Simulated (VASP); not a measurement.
# AlP (F-43m) in VASP: G0W0 quasiparticle levels with PBE

Aim: the G0W0 quasiparticle levels of AlP with PBE.

Everything below comes from runs of VASP 6.6.1. Logs are shortened: lines on timing, memory, paths and dates and some standing lists are left out, and cuts for length are marked.

### 1 The cell of the first run

Symmetry: F-43m, No. 216, cubic system. Conventional cell: a = 5.479 Å, b = 5.479 Å, c = 5.479 Å, α = 90.00°, β = 90.00°, γ = 90.00°. Al (site symmetry -43m) has 4 P at 2.37 Å within 3.1 Å. P (site symmetry -43m) has 4 Al at 2.37 Å within 3.1 Å.

### 2 G0W0 quasiparticle levels, PBE

File POSCAR:

```
AlP
1.0
    0.0000000000      2.7392572069      2.7392572069
    2.7392572069      0.0000000000      2.7392572069
    2.7392572069      2.7392572069      0.0000000000
Al P
1 1
Direct
    0.0000000000      0.0000000000      0.0000000000
    0.2500000000      0.2500000000      0.2500000000
```

File INCAR.step1:

```
PREC = Accurate
ENCUT = 500
EDIFF = 1E-8
ISMEAR = 0
SIGMA = 0.01
LREAL = F
LASPH = T
NELM = 60
ALGO = Normal
LWAVE = T
LCHARG = F
GGA = PE
```

File INCAR.step2:

```
PREC = Accurate
ENCUT = 500
EDIFF = 1E-8
ISMEAR = 0
SIGMA = 0.01
LREAL = F
LASPH = T
NELM = 1
ALGO = Exact
LWAVE = T
LCHARG = F
GGA = PE
NBANDS = 70
LOPTICS = T
ISTART = 1
```

File INCAR.step3:

```
PREC = Accurate
ENCUT = 500
EDIFF = 1E-8
ISMEAR = 0
SIGMA = 0.01
LREAL = F
LASPH = T
ALGO = EVGW0
LWAVE = F
LCHARG = F
GGA = PE
NELMGW = 1
NBANDS = 70
ENCUTGW = 80.0
NOMEGA = 48
PRECFOCK = Fast
ISTART = 1
NBANDSGW = 12
```

File KPOINTS:

```
Automatic mesh
0
Gamma
  4 4 4
```

Potentials or basis: VASP PAW PBE potentials, release 64 (Al_GW, P_GW).

Started as:

```console
cat potpaw_PBE.64/Al_GW/POTCAR potpaw_PBE.64/P_GW/POTCAR > POTCAR
cp INCAR.step1 INCAR
mpirun -np 1 vasp_std > vasp.out
cp INCAR.step2 INCAR
mpirun -np 1 vasp_std > vasp.out
cp INCAR.step3 INCAR
mpirun -np 1 vasp_std > vasp.out
```

OUTCAR:

```text
PREC = Accurate
   ENCUT = 500
   EDIFF = 1E-8
   ISMEAR = 0
   LREAL = F
   LASPH = T
   GGA = PE
   NELMGW = 1
   ENCUTGW = 80.0
   PRECFOCK = Fast
   ISTART = 1

 ion  position               nearest neighbor table
   1  0.000  0.000  0.000-   2 2.37   2 2.37   2 2.37   2 2.37
   2  0.250  0.250  0.250-   1 2.37   1 2.37   1 2.37   1 2.37

  LATTYP: Found a face centered cubic cell.
 ALAT       =     5.4785144138

  Lattice vectors:

 A1 = (   0.0000000000,   2.7392572069,   2.7392572069)
 A2 = (   2.7392572069,   0.0000000000,   2.7392572069)
 A3 = (   2.7392572069,   2.7392572069,   0.0000000000)

Analysis of symmetry for initial positions (statically):
=====================================================================
 Subroutine PRICEL returns:
 Original cell was already a primitive cell.

 Routine SETGRP: Setting up the symmetry group for a
 face centered cubic supercell.

 Subroutine GETGRP returns: Found 24 space group operations
 (whereof 24 operations were pure point group operations)
 out of a pool of 48 trial point group operations.

The static configuration has the point symmetry T_d .

Analysis of symmetry for dynamics (positions and initial velocities):
=====================================================================
 Subroutine PRICEL returns:
 Original cell was already a primitive cell.

 Routine SETGRP: Setting up the symmetry group for a
 face centered cubic supercell.

 Subroutine GETGRP returns: Found 24 space group operations
 (whereof 24 operations were pure point group operations)
 out of a pool of 48 trial point group operations.

The dynamic configuration has the point symmetry T_d .

 Subroutine INISYM returns: Found 24 space group operations
 (whereof 24 operations are pure point group operations),
 and found     1 'primitive' translations

----------------------------------------------------------------------------------------

[... 72 lines left out ...]
   LASPH  =      T    aspherical Exc in radial PAW
   ENCUT  =  500.0 eV  36.75 Ry    6.06 a.u.   7.06  7.06  7.06*2*pi/ulx,y,z
   NELM   =     60;   NELMIN=  2; NELMDL=  0     # of ELM steps
   EDIFF  = 0.1E-07   stopping-criterion for ELM
   LREAL  =      F    real-space projection
   EDIFFG = 0.1E-06   stopping-criterion for IOM
   NSW    =      0    number of steps for IOM
   IBRION =     -1    ionic relax: 0-MD 1-quasi-New 2-CG
   NFREE  =      0    steps in history (QN), initial steepest desc. (CG)
   ISIF   =      0    stress and relaxation
   ISYM   =      3    0-nonsym 1-usesym 2-fastsym
   POTIM  = 0.5000    time-step for ionic-motion
   TEBEG  =    0.0;   TEEND  =   0.0 temperature during run
   PSTRESS=    0.0 pullay stress
   NELECT =       8.0000    total number of electrons
   NUPDOWN=      -1.0000    fix difference up-down
   EMIN   =  10.00;   EMAX   =-10.00  energy-range for DOS
   EFERMI =   0.00;   METHOD = LEGACY
   ISMEAR =     0;   SIGMA  =   0.01  broadening in eV -4-tet -1-fermi 0-gaus
   EFERMI_NEDOS =   21; number of points for ismear=-14 and -15
   IALGO  =     38    algorithm
   IMIX   =      4    mixing-type and parameters
     AMIX     =   0.40;   BMIX     =  1.00
     AMIX_MAG =   1.60;   BMIX_MAG =  1.00
  volume/ion in A,a.u.               =      20.55       138.71
  Fermi-wavevector in a.u.,A,eV,Ry     =   0.948700  1.792782 12.245662  0.900031
  Thomas-Fermi vector in A             =   2.076913
   LORBIT       =      0    0 simple, 1 ext, 2 COOP (PROOUT), +10 PAW based schemes
   GGA     = PE    functional components
   LHFCALC =     T    Hartree Fock is set to
   PRECFOCK=fast      Normal, Fast or Accurate (Low or Medium for compatibility)
   ENCUT4O =  -1.0   cutoff for four orbital integrals eV
   NKREDX  =     1    reduce k-point grid by
   NKREDY  =     1    reduce k-point grid by
   NKREDZ  =     1    reduce k-point grid by
   AEXX    =    1.0000 exact exchange contribution
   HFSCREEN=    0.0000 screening length (either q_TF or 0.3 A-1)
   HFSCREENC=   0.0000 screening length for correlation (either q_TF or 0.3 A-1)
   ENCUTFOCK=  -1.0 apply spherical cutoff to Coloumb kernel
   IVDW    =     0    specifies the selected vdW correction
   LEPSILON=     F    determine dielectric tensor
   LRPA    =     F    only Hartree local field effects (RPA)
   LRPAFORCE           =     F    calculate RPA forces
   ENCUTGW             =  80.0    cutoff for response function in eV
   ENCUTGWSOFT         =  64.0    soft cutoff for Coulomb kernel in GW response function in eV
   ENCUTLF             =  -1.0    cutoff for local field effects
   NELMGW              =     1    number of iterations in solving QP/BSE equation
   NELMHF              =     1    number of iterations in the inner HF iteration
   NKREDLFX            =     1    NKREDLFY  =   1   NKREDLFZ  =   1
 non-spin polarized calculation
 Gauss-broadening in eV      SIGMA  =   0.01
  energy-cutoff  :      500.00
  volume of cell :       41.11
 maximum number of plane-waves:      1056
  NGX = 16; NGY = 16; NGZ = 16
   NGX = 15   NGY = 15   NGZ = 15
 maximum number of plane-waves:        70
 NGX is ok and might be reduce to    14

 QP shifts <psi_nk| G(iteration)W_0 |psi_nk>: iteration 1
 for sc-GW calculations column KS-energies equals QP-energies in previous step
 and V_xc(KS)=  KS-energies - (<T + V_ion + V_H > + <T+V_H+V_ion>^1  + <V_x>^1)

 k-point   1 :       0.0000    0.0000    0.0000
  band No.  KS-energies  QP-energies   sigma(KS)   V_xc(KS)     V^pw_x(r,r')   Z            occupation Imag(sigma)

      1      -7.6372      -8.0785     -11.7211     -11.0602     -18.3774       0.6677       2.0000       1.2850
      2       3.8176       3.4030     -12.4857     -11.9416     -14.1310       0.7621       2.0000       0.0653
      3       3.8176       3.4030     -12.4857     -11.9416     -14.1310       0.7621       2.0000       0.0653
      4       3.8176       3.4030     -12.4857     -11.9416     -14.1310       0.7621       2.0000       0.0653
      5       7.0246       7.4813      -9.5329     -10.1258      -5.4788       0.7705       0.0000      -0.0933
      6       8.3374       8.7891      -9.0242      -9.6196      -4.8139       0.7586       0.0000      -0.0992
      7       8.3374       8.7891      -9.0242      -9.6196      -4.8139       0.7586       0.0000      -0.0992
      8       8.3374       8.7891      -9.0242      -9.6196      -4.8139       0.7586       0.0000      -0.0992
      9      12.5969      13.1362      -9.1718      -9.8946      -4.1350       0.7461       0.0000      -0.2073
     10      12.5969      13.1362      -9.1718      -9.8946      -4.1350       0.7461       0.0000      -0.2073
     11      14.0218      14.0732      -7.6629      -7.7313      -2.2584       0.7515       0.0000      -0.3581
     12      16.0188      16.0841      -7.8983      -7.9851      -2.0791       0.7530       0.0000      -0.6093
[... 100 lines left out ...]
      1      -5.2716      -5.5523     -12.5820     -12.1773     -18.5356       0.6936       2.0000       0.8727
      2      -1.0944      -1.6648     -11.2403     -10.4299     -14.5903       0.7039       2.0000       0.2187
      3       0.6733       0.0550     -11.2089     -10.3637     -13.6706       0.7315       2.0000       0.1199
      4       1.0235       0.4369     -11.0521     -10.2583     -13.2708       0.7390       2.0000       0.1038
      5       8.1269       8.3976      -9.0804      -9.4347      -5.0660       0.7644       0.0000      -0.0983
      6       9.6919      10.2681      -9.8205     -10.5930      -5.2188       0.7459       0.0000      -0.1373
      7       9.9366      10.2818      -8.8555      -9.3114      -4.4501       0.7573       0.0000      -0.1255
      8      10.1374      10.4988      -8.7451      -9.2286      -3.8787       0.7475       0.0000      -0.1654
      9      15.0033      15.3510      -9.5062      -9.9856      -3.3696       0.7252       0.0000      -0.5204
     10      15.6448      16.3202     -10.2071     -11.1264      -4.2830       0.7347       0.0000      -0.5116
     11      17.0400      17.3620      -9.3290      -9.7610      -3.1705       0.7455       0.0000      -0.6982
     12      17.8907      18.4905      -9.8806     -10.6976      -3.6356       0.7341       0.0000      -0.7247
```

OUTCAR.step1:

```text
PREC = Accurate
   ENCUT = 500
   EDIFF = 1E-8
   ISMEAR = 0
   LREAL = F
   LASPH = T
[... 288 lines left out ...]
 -----------------------------------------------------------------------------------
      0.00000      0.00000      0.00000        -0.000000     -0.000000     -0.000000
      1.36963      1.36963      1.36963         0.000000      0.000000      0.000000
 -----------------------------------------------------------------------------------
    total drift:                               -0.000001     -0.000001     -0.000001

  FREE ENERGIE OF THE ION-ELECTRON SYSTEM (eV)
  ---------------------------------------------------
  free  energy   TOTEN  =       -10.2827711552 eV

  energy  without entropy=      -10.2827711552  energy(sigma->0) =      -10.28277116
```

OUTCAR.step2:

```text
PREC = Accurate
   ENCUT = 500
   EDIFF = 1E-8
   ISMEAR = 0
   LREAL = F
[... 688 lines left out ...]
     0.00000    12.29544    12.29544    12.29544    -0.00000    -0.00000    -0.00000
     1.00323    12.96073    12.96073    12.96073    -0.00000    -0.00000    -0.00000
     2.00646    15.68219    15.68219    15.68219    -0.00000    -0.00000    -0.00000
     3.00968    27.39033    27.39033    27.39033    -0.00000    -0.00000     0.00000
     4.01291    20.29849    20.29849    20.29849    -0.00000    -0.00000     0.00000
     5.01614    -9.77513    -9.77513    -9.77513     0.00000     0.00000     0.00000
[... 92 lines left out ...]
    98.31631     0.96950     0.96950     0.96950     0.00000     0.00000     0.00000
    99.31953     0.97014     0.97014     0.97014     0.00000     0.00000     0.00000
```

It took 36 s on 1 thread of AMD EPYC 9R45 (Zen 5), shared host; peak memory 0.35 GiB.

Results:

* Quasiparticle gap: 2.14 eV
* Least direct quasiparticle gap: 4.08 eV
* Band gap of the starting levels on the mesh: 1.58 eV
* Least direct gap of the starting levels on the mesh: 3.21 eV

Caveat: the k points lie up to 0.50 Å⁻¹ apart; bands, screening cutoff and mesh are small and nothing is extrapolated, so the quasiparticle values aren't converged.
